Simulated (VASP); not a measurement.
# BeTe (F-43m) in VASP: a series of runs

Runs on BeTe. Level: PBEsol. Tasks: elastic constants.

Program: VASP 6.6.1. These are calculated values, not measurements. Logs are shortened: lines on timing, memory, paths and dates and some standing lists are left out, and cuts for length are marked.

## (1) The cell of the first run

Symmetry: F-43m, No. 216, cubic system. The conventional cell has a = 5.287 Å, b = 5.287 Å, c = 5.287 Å, α = 90.00°, β = 90.00°, γ = 90.00°. Within 3.0 Å of Be (site symmetry -43m) lie 4 Te at 2.29 Å. Te (site symmetry -43m) has 4 Be at 2.29 Å within 3.0 Å.

## (2) Elastic constants, PBEsol

Input file INCAR:

```
SYSTEM = BeTe
  ALGO = Normal
  EDIFF = 1E-8
  ENCUT = 600
  GGA = PS
  IBRION = 6
  ISIF = 3
  ISMEAR = 0
  LASPH = .TRUE.
  LCHARG = .FALSE.
  LREAL = .FALSE.
  LWAVE = .FALSE.
  NBANDS = 11
  NELM = 100
  NFREE = 2
  NSW = 1
  POTIM = 0.015
  PREC = Accurate
  SIGMA = 0.01
```

Input file KPOINTS:

```
k-points
0
G
  8 8 8
  0 0 0
```

Input file POSCAR:

```
BeTe
1.0
    0.0000000000      2.6433948177      2.6433948177
    2.6433948177      0.0000000000      2.6433948177
    2.6433948177      2.6433948177      0.0000000000
Be Te
1 1
Direct
    0.0000000000      0.0000000000      0.0000000000
    0.7500000000      0.7500000000      0.7500000000
```

Potentials or basis: VASP PAW PBE potentials, release 64 (Be, Te).

Started as:

```console
$ cat potpaw_PBE.64/Be/POTCAR potpaw_PBE.64/Te/POTCAR > POTCAR
$ mpirun -np 1 vasp_std > vasp.out
```

OUTCAR:

```text
SYSTEM = BeTe
   EDIFF = 1E-8
   ENCUT = 600
   GGA = PS
   IBRION = 6
   ISIF = 3
   ISMEAR = 0
   LASPH = .TRUE.
   LREAL = .FALSE.
   NELM = 100
   NFREE = 2
   NSW = 1
   POTIM = 0.015
   PREC = Accurate

 ion  position               nearest neighbor table
   1  0.000  0.000  0.000-   2 2.29   2 2.29   2 2.29   2 2.29
   2  0.750  0.750  0.750-   1 2.29   1 2.29   1 2.29   1 2.29

  LATTYP: Found a face centered cubic cell.
 ALAT       =     5.2867896354

  Lattice vectors:

 A1 = (   0.0000000000,   2.6433948177,   2.6433948177)
 A2 = (   2.6433948177,   0.0000000000,   2.6433948177)
 A3 = (   2.6433948177,   2.6433948177,   0.0000000000)

Analysis of symmetry for initial positions (statically):
=====================================================================
 Subroutine PRICEL returns:
 Original cell was already a primitive cell.

 Routine SETGRP: Setting up the symmetry group for a
 face centered cubic supercell.

 Subroutine GETGRP returns: Found 24 space group operations
 (whereof 24 operations were pure point group operations)
 out of a pool of 48 trial point group operations.

The static configuration has the point symmetry T_d .

Analysis of symmetry for dynamics (positions and initial velocities):
=====================================================================
 Subroutine PRICEL returns:
 Original cell was already a primitive cell.

 Routine SETGRP: Setting up the symmetry group for a
 face centered cubic supercell.

 Subroutine GETGRP returns: Found 24 space group operations
 (whereof 24 operations were pure point group operations)
 out of a pool of 48 trial point group operations.

The dynamic configuration has the point symmetry T_d .

 Subroutine INISYM returns: Found 24 space group operations
 (whereof 24 operations are pure point group operations),
 and found     1 'primitive' translations

----------------------------------------------------------------------------------------

                                     Primitive cell

  volume of cell :      36.9416

  direct lattice vectors                    reciprocal lattice vectors
     0.000000000  2.643394818  2.643394818    -0.189150708  0.189150708  0.189150708
     2.643394818  0.000000000  2.643394818     0.189150708 -0.189150708  0.189150708
     2.643394818  2.643394818  0.000000000     0.189150708  0.189150708 -0.189150708

  length of vectors
     3.738324802  3.738324802  3.738324802     0.327618636  0.327618636  0.327618636

  position of ions in fractional coordinates (direct lattice)
     0.000000000  0.000000000  0.000000000
     0.750000000  0.750000000  0.750000000

  ion indices of the primitive-cell ions
   primitive index   ion index
                 1           1
                 2           2

----------------------------------------------------------------------------------------

 KPOINTS: k-points

Automatic generation of k-mesh.
 Grid dimensions read from file:
 generate k-points for:    8    8    8

 Generating k-lattice:

  Cartesian coordinates                     Fractional coordinates (reciprocal lattice)
    -0.023643838  0.023643838  0.023643838     0.125000000  0.000000000  0.000000000
     0.023643838 -0.023643838  0.023643838     0.000000000  0.125000000  0.000000000
     0.023643838  0.023643838 -0.023643838     0.000000000  0.000000000  0.125000000

  Length of vectors
     0.040952329  0.040952329  0.040952329

  Shift w.r.t. Gamma in fractional coordinates (k-lattice)
[... 105 lines left out ...]

  FORCE on cell =-STRESS in cart. coord.  units (eV):
  Direction    XX          YY          ZZ          XY          YZ          ZX
  --------------------------------------------------------------------------------------
  -------------------------------------------------------------------------------------
  Total        3.5566485      3.5566485      3.5566485      0.0000000      0.0000000     -0.0000000
  in kB      154.2536433    154.2536433    154.2536433      0.0000000      0.0000000     -0.0000000
  external PRESSURE =     154.2536433 kB  Pullay stress =       0.0000000 kB
[... 89 lines left out ...]
  FREE ENERGIE OF THE ION-ELECTRON SYSTEM (eV)
  ---------------------------------------------------
  free  energy   TOTEN  =        -7.8572727101 eV

  energy  without entropy=       -7.8572727101  energy(sigma->0) =       -7.85727271

 E-fermi :   7.7087     XC(G=0): -10.0340

 val. band max:        7.6208906773   @ k =   0.0000   0.0000   0.0000
 cond. band min:       8.7400312953   @ k =   0.5000   0.5000   0.0000
 fundamental gap:      1.1191406180
 Fermi energy:         7.7087399444

 k-point     1 :       0.0000    0.0000    0.0000
  band No.  band energies     occupation
      1      -6.3313      2.00000
      2       7.5248      2.00000
      3       7.5248      2.00000
      4       7.6209      2.00000
      5      10.8935      0.00000
      6      10.9268      0.00000
      7      10.9268      0.00000
      8      12.8949      0.00000
      9      16.0105      0.00000
     10      18.0593      0.00000
     11      18.3971      0.00000
[... 310 lines left out ...]
  band No.  band energies     occupation
      1      -4.0460      2.00000
      2       1.0547      2.00000
      3       3.8499      2.00000
      4       4.9423      2.00000
      5      11.4231      0.00000
      6      12.0905      0.00000
      7      14.8992      0.00000
      8      15.8558      0.00000
      9      16.3699      0.00000
     10      19.5525      0.00000
     11      20.3487      0.00000

 [... further k-points ...]

[... ionic steps 4 to 14 ...]

--------------------------------------- Ionic step       15  -------------------------------------------

 number of electron       8.0000000 magnetization

------------------------ aborting loop because EDIFF is reached ----------------------------------------
[... 67 lines left out ...]
--------------------------------------- Ionic step       17  -------------------------------------------

 number of electron       8.0000000 magnetization

 Free energy of the ion-electron system (eV)
  ---------------------------------------------------
  ext. energy  EPLUGINS =         0.00000000
  ---------------------------------------------------
  free energy    TOTEN  =        -7.91357715 eV

  energy without entropy =       -7.91357715  energy(sigma->0) =       -7.91357715

 E-fermi :   7.4565     XC(G=0):  -9.9709

 val. band max:        7.4052915420   @ k =   0.0000   0.0000   0.0000
 cond. band min:       8.6694468580   @ k =   0.5000   0.5000   0.0000
 fundamental gap:      1.2641553160
 Fermi energy:         7.4564947106

 k-point     1 :       0.0000    0.0000    0.0000
  band No.  band energies     occupation
      1      -6.4100      2.00000
      2       7.2924      2.00000
      3       7.3500      2.00000
      4       7.4053      2.00000
      5      10.6922      0.00000
      6      10.7285      0.00000
      7      10.7673      0.00000
      8      12.5616      0.00000
      9      15.7872      0.00000
     10      17.9941      0.00000
     11      17.9942      0.00000
[... 351 lines left out ...]
  FREE ENERGIE OF THE ION-ELECTRON SYSTEM (eV)
  ---------------------------------------------------
  free  energy   TOTEN  =        -7.9135771486 eV

  energy  without entropy=       -7.9135771486  energy(sigma->0) =       -7.91357715

 INTERNAL STRAIN TENSORS FROM STRAINED CELLS
 ============================================

 INTERNAL STRAIN TENSOR FOR ION    1 for displacements in x,y,z  (eV/Angst):
          X           Y           Z          XY          YZ          ZX
  --------------------------------------------------------------------------------
  x     0.00000    -0.00000    -0.00000     0.00000   -10.96364     0.00000
  y    -0.00000    -0.00000    -0.00000     0.00000     0.00000   -10.96360
  z    -0.00000     0.00000    -0.00000   -10.96358     0.00000     0.00000

 INTERNAL STRAIN TENSORS FROM DISPLACED ATOMS
 ============================================

 INTERNAL STRAIN TENSOR FOR ION    1 for displacements in x,y,z  (eV/Angst):
          X           Y           Z          XY          YZ          ZX
  --------------------------------------------------------------------------------
  x    -0.00000    -0.00000    -0.00000     0.00000   -10.96377     0.00000
  y    -0.00000    -0.00000    -0.00000     0.00000     0.00000   -10.96377
  z    -0.00000    -0.00000    -0.00000   -10.96377     0.00000     0.00000

 INTERNAL STRAIN TENSOR FOR ION    2 for displacements in x,y,z  (eV/Angst):
          X           Y           Z          XY          YZ          ZX
  --------------------------------------------------------------------------------
  x    -0.00000    -0.00000    -0.00000     0.00000    10.96458     0.00000
  y     0.00000     0.00000     0.00000     0.00000     0.00000    10.96458
  z    -0.00000    -0.00000    -0.00000    10.96458     0.00000     0.00000

 Eigenvectors and eigenvalues of the dynamical matrix
 ----------------------------------------------------

   1 f  =   17.786005 THz   111.752762 2PiTHz  593.277251 cm-1    73.556971 meV
             X         Y         Z           dx          dy          dz
      0.000000  0.000000  0.000000     0.000000    0.966451    0.000000
      3.965092  3.965092  3.965092     0.000000   -0.256850    0.000000
[... 21 lines left out ...]
   6 f/i=    0.000104 THz     0.000653 2PiTHz    0.003465 cm-1     0.000430 meV
             X         Y         Z           dx          dy          dz
      0.000000  0.000000  0.000000     0.000000    0.000000   -0.256850
      3.965092  3.965092  3.965092     0.000000    0.000000   -0.966451

--------------------------------------------------------------------------------------------------------

 ELASTIC MODULI CONTR FROM IONIC RELAXATION (kBar)
 Direction    XX          YY          ZZ          XY          YZ          ZX
 --------------------------------------------------------------------------------
 XX          -0.0000     -0.0000     -0.0000     -0.0000     -0.0000     -0.0000
 YY          -0.0000     -0.0000     -0.0000     -0.0000     -0.0000     -0.0000
 ZZ          -0.0000     -0.0000     -0.0000     -0.0000     -0.0000     -0.0000
 XY          -0.0000     -0.0000     -0.0000   -478.4892      0.0000      0.0000
 YZ          -0.0000     -0.0000     -0.0000      0.0000   -478.4892     -0.0000
 ZX          -0.0000     -0.0000     -0.0000      0.0000     -0.0000   -478.4892
 --------------------------------------------------------------------------------

 TOTAL ELASTIC MODULI (kBar)
 Direction    XX          YY          ZZ          XY          YZ          ZX
 --------------------------------------------------------------------------------
 XX        1445.3740    792.5463    792.5463     -0.0000     -0.0000     -0.0000
 YY         792.5463   1445.3740    792.5463     -0.0000     -0.0000      0.0000
 ZZ         792.5463    792.5463   1445.3740     -0.0000     -0.0000     -0.0000
 XY          -0.0000     -0.0000     -0.0000    628.3267      0.0000      0.0000
 YZ          -0.0000     -0.0000     -0.0000      0.0000    628.3267     -0.0000
 ZX          -0.0000      0.0000     -0.0000      0.0000     -0.0000    628.3267
 --------------------------------------------------------------------------------
```

Wall time 9.4 min (1 thread of Intel Xeon 6975P-C, shared host); peak memory 0.28 GiB.

What came out:

```
Elastic constants C11, C12, C44                         : 145, 79, 63 GPa
Voigt bulk modulus                                      : 101 GPa
Highest phonon frequency at Γ, LO-TO splitting left out : 593 cm⁻¹
```

Phonon frequencies in cm⁻¹ (negative: imaginary):
| q point | frequencies |
| --- | --- |
| (0.000, 0.000, 0.000) | 0 0 0 593 593 593 |

Elastic tensor in Voigt notation (GPa, in the Cartesian axes of the cell as first typed):
```
145  79  79   0   0   0
 79 145  79   0   0   0
 79  79 145   0   0   0
  0   0   0  63   0   0
  0   0   0   0  63   0
  0   0   0   0   0  63
```

Clamped-ion elastic tensor (GPa):
```
145  79  79   0   0   0
 79 145  79   0   0   0
 79  79 145   0   0   0
  0   0   0 111   0   0
  0   0   0   0 111   0
  0   0   0   0   0 111
```

Caveat: the cell is under stress, which shifts elastic constants; the PAW data sets were made with another functional, which shifts forces and pressure a little; spin-orbit coupling is left out, which moves the levels of the heavy elements.

## (3) Elastic constants, PBEsol

This run uses another cell than the first one, of 19.36 Å³/atom, 1.048 times its volume.

Input file INCAR:

```
SYSTEM = BeTe
PREC = Accurate ; ENCUT = 600
EDIFF = 1E-8 ; ISMEAR = 0
SIGMA = 0.01 ; LREAL = .False.
LASPH = .True. ; NELM = 80
ALGO = Normal ; ISIF = 3
LWAVE = .False. ; LCHARG = .False.
GGA = PS ; IBRION = 6
NFREE = 2 ; POTIM = 0.015
NSW = 1
```

Input file KPOINTS:

```
regular mesh
0
Gamma
  8 8 8
  0 0 0
```

Input file POSCAR:

```
BeTe
1.0
    0.0000000000      2.6851166592      2.6851166592
    2.6851166592      0.0000000000      2.6851166592
    2.6851166592      2.6851166592      0.0000000000
Be Te
1 1
Direct
    0.0000000000      0.0000000000      0.0000000000
    0.7500000000      0.7500000000      0.7500000000
```

Potentials or basis: VASP PAW PBE potentials, release 64 (Be, Te).

Started as:

```console
$ cat potpaw_PBE.64/Be/POTCAR potpaw_PBE.64/Te/POTCAR > POTCAR
$ mpirun -np 1 vasp_std > vasp.out
```

It took 6.9 min on 1 thread of Intel Xeon 6975P-C, shared host; peak memory 0.27 GiB.

The run converged. Its results:

```yaml
Elastic_constants_C11_C12_C44: 131, 67, 60 GPa
Voigt_bulk_modulus: 89 GPa
Highest_phonon_frequency_at_Γ_LO-TO_splitting_left_out: 560 cm⁻¹
```

Phonon frequencies in cm⁻¹ (negative: imaginary):
```tsv
q point	frequencies
(0.000, 0.000, 0.000)	0 0 0 560 560 560
```

Elastic tensor in Voigt notation (GPa, in the Cartesian axes of the cell as first typed):
```
131  67  67   0   0   0
 67 131  67   0   0   0
 67  67 131   0   0   0
  0   0   0  60   0   0
  0   0   0   0  60   0
  0   0   0   0   0  60
```

Clamped-ion elastic tensor (GPa):
```
131  67  67   0   0   0
 67 131  67   0   0   0
 67  67 131   0   0   0
  0   0   0  96   0   0
  0   0   0   0  96   0
  0   0   0   0   0  96
```

Caveat: the cell is under stress, which shifts elastic constants; the PAW data sets were made with another functional, which shifts forces and pressure a little; spin-orbit coupling is left out, which moves the levels of the heavy elements.
